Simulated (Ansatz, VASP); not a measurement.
**ZrS2: VASP beside Ansatz**

```
Zr S
1.0
     3.69100    0.00000    0.00000
    -1.84550    3.19650    0.00000
     0.00000    0.00000    6.09632
Zr S
1 2
Direct
  0.00000 0.00000 0.00000
  0.66667 0.33333 0.76433
  0.33333 0.66667 0.23567
```

Alike in both runs: task single point; functional r2SCAN; k mesh 12 × 12 × 6; occupations gaussian, width 0.02 eV; no spin polarisation.

|  | VASP | Ansatz |
| --- | --- | --- |
| version | VASP 6.6.1 | Ansatz 0.2.0 |
| potentials or method | VASP PAW PBE potentials, release 64 (Zr_sv, S), cutoff 550 eV | scalar-relativistic, plane waves, PAW |
| valence electrons in the cell | 24 | 24 |

```csv
,VASP,Ansatz,Ansatz less VASP
gap on the k mesh at the Fermi level (eV),1.38,1.37,-0.003
least direct gap on the mesh (eV),2.01,2.00,-0.006
pressure (GPa),0.0,0.0,+0.04
```

VASP's potentials were made for PBE, not for r2SCAN. With one functional, cell and mesh, what is left measures potentials, basis and numerics.
